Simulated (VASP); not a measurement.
## KRb: relaxation of cell and atoms with PBEsol

The system is KRb.

```
K Rb
1.0
     4.95106    0.00000    0.00000
     0.00000    4.95106    0.00000
     0.00000    0.00000    7.00185
K Rb
1 1
Cartesian
  0.0000 0.0000 0.0000
  2.4755 2.4755 3.5009
```

```json
{
  "Program": "VASP 6.6.1",
  "Task": "relaxation of cell and atoms",
  "Functional": "PBEsol",
  "Potentials or basis": "VASP PAW PBE potentials, release 64 (K_sv, Rb_sv)",
  "Cutoff": "600 eV",
  "k mesh": "8 × 8 × 6",
  "Occupations": "gaussian, width 0.1 eV",
  "Spin": "no spin polarisation",
  "Dipole correction": "no",
  "Further INCAR settings": "ALGO = Normal; EDIFF = 1e-06; IBRION = 2; EDIFFG = -0.005; NSW = 100; ISIF = 3"
}
```

```json
{
  "Relaxed volume": "78.74 Å³/atom",
  "Relaxed cell": "a = 4.811 Å, b = 4.811 Å, c = 6.803 Å, α = 90.00°, β = 90.00°, γ = 90.00°",
  "Space group after relaxing (to 0.05 Å)": "P4/mmm (No. 123)",
  "Energy gained by relaxing": "5.5 meV/atom",
  "Ionic steps": "4",
  "Pressure after relaxing": "0.0 GPa",
  "Band gap on the k mesh": "zero (band 9 reaches 1.06 eV, above the bottom of band 10 at -1.16 eV)"
}
```

Step by step:
```
step  energy change (eV)  largest force (eV/Å)  pressure (GPa)  volume (Å³)
   1              0.0000                0.0000           -0.24       171.64
   2             -0.0042                0.0000           -0.19       168.47
   3             -0.0109                0.0000           -0.03       159.22
   4             -0.0110                0.0000            0.00       157.48
```

Final structure:
```
K Rb
1.0
     4.81119    0.00000    0.00000
     0.00000    4.81119    0.00000
     0.00000    0.00000    6.80335
K Rb
1 1
Direct
  0.00000 0.00000 0.00000
  0.50000 0.50000 0.50000
```

Levels at points of the mesh, in eV from the Fermi level:
```tsv
k point	band 5	band 6	band 7	band 8	band 9	band 10	band 11	band 12	band 13
(0.00, 0.00, 0.00)	-15.55	-12.85	-12.81	-12.81	-2.11	0.75	1.45	2.04	3.95
(0.50, 0.00, 0.00)	-15.55	-12.89	-12.84	-12.80	-0.36	-0.26	1.82	2.28	2.33
(0.50, 0.50, 0.00)	-15.57	-12.88	-12.88	-12.83	0.62	0.88	1.45	1.45	2.06
(0.00, 0.00, 0.50)	-15.55	-12.85	-12.81	-12.81	-1.19	-1.13	2.56	2.92	3.30
(0.50, 0.00, 0.50)	-15.55	-12.89	-12.84	-12.80	0.13	0.31	0.60	0.70	3.63
(0.50, 0.50, 0.50)	-15.57	-12.88	-12.88	-12.83	1.08	1.45	1.45	1.52	1.91
```

Wall time 2.2 min on 1 thread of Intel(R) Xeon(R) 6975P-C (Granite Rapids) (shared host), peak memory 0.41 GiB.

Caveat: the PAW data sets were made with another functional, which shifts forces and pressure a little.
